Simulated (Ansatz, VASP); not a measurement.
**One calculation of Si4C, two programs**

The input INCAR:

```
PREC = Accurate
ENCUT = 600
EDIFF = 1E-6
ISMEAR = 0
SIGMA = 0.1
LREAL = False
LASPH = True
NELM = 60
ALGO = Normal
ISIF = 3
LWAVE = False
LCHARG = False
GGA = PE
IBRION = 2
NSW = 90
EDIFFG = -0.04
```

KPOINTS

```
Automatic mesh
0
Gamma
  4 4 4
```

File POSCAR:

```
Si4C
1.0
    4.7376720895      0.0000000000      0.0000000000
    0.0959593554      4.8059786501      0.0000000000
    0.4297452747      1.1076638790      6.0885620412
Si C
8 2
Direct
    0.4348855460      0.5310085523      0.8413351327
    0.4327824999      0.4681340716      0.2290877176
    0.1076375030      0.0759601198      0.6784502215
    0.1784570153      0.9419804504      0.2171399650
    0.9430779187      0.5441152376      0.0175249698
    0.8426764253      0.5103862301      0.6113223840
    0.5741637329      0.0139246408      0.9379998840
    0.5896806151      0.0985483908      0.5135543722
    0.9361114874      0.8830555718      0.4793888455
    0.9605272564      0.9328867348      0.9741965078
```

Input for Ansatz:

```yaml
crystal:
  lattice:
    - [4.7376720895, 0.0, 0.0]
    - [0.0959593554, 4.8059786501, 0.0]
    - [0.4297452747, 1.107663879, 6.0885620412]
  atoms:
    - { symbol: Si, position: [0.434885546, 0.5310085523, 0.8413351327] }
    - { symbol: Si, position: [0.4327824999, 0.4681340716, 0.2290877176] }
    - { symbol: Si, position: [0.107637503, 0.0759601198, 0.6784502215] }
    - { symbol: Si, position: [0.1784570153, 0.9419804504, 0.217139965] }
    - { symbol: Si, position: [0.9430779187, 0.5441152376, 0.0175249698] }
    - { symbol: Si, position: [0.8426764253, 0.5103862301, 0.611322384] }
    - { symbol: Si, position: [0.5741637329, 0.0139246408, 0.937999884] }
    - { symbol: Si, position: [0.5896806151, 0.0985483908, 0.5135543722] }
    - { symbol: C, position: [0.9361114874, 0.8830555718, 0.4793888455] }
    - { symbol: C, position: [0.9605272564, 0.9328867348, 0.9741965078] }
basis:
  ecutwfc: 420
kpoints:
  mp_grid: { grid: [4, 4, 4] }
hamiltonian:
  xc: pbe
scf:
  occupations: { method: gaussian, width: 0.1 }
  lower_state_search: "off"
output:
  forces: true
  stress: true
  eigenvalues: true
relax:
  adjacent_minimum: "off"
  f_tol: 0.04
  max_steps: 70
  cell: { stress_tol: 0.4 }
```

Change from the starting cell: the structure that the rattled cell fell into.

Alike in both runs: task relaxation of cell and atoms; functional PBE; k mesh 4 × 4 × 4; occupations gaussian, width 0.1 eV; no spin polarisation.

```csv
,VASP,Ansatz
version,VASP 6.6.1,Ansatz 0.2.0
potentials or method,"VASP PAW PBE potentials, release 64 (Si, C), cutoff 600 eV","scalar-relativistic, plane waves, PAW"
valence electrons in the cell,40,40
```

Ansatz gave:

- gap on the k mesh at the Fermi level, each at its own relaxed structure (eV): none
- relaxed volume (Å³/atom): 16.27
- relaxed length of the cell vector where the two differ most in proportion (Å): 6.733

**Question.** Estimate VASP's values.

**Answer.** gap on the k mesh at the Fermi level, each at its own relaxed structure (eV): none; relaxed volume (Å³/atom): 16.10; relaxed length of the cell vector where the two differ most in proportion (Å): 6.568.

A gap of «none» marks a metal or a gap that the smearing closes.

Noted on VASP's run: the volume moved by over 15 % at a fixed basis, so the end points are rough.
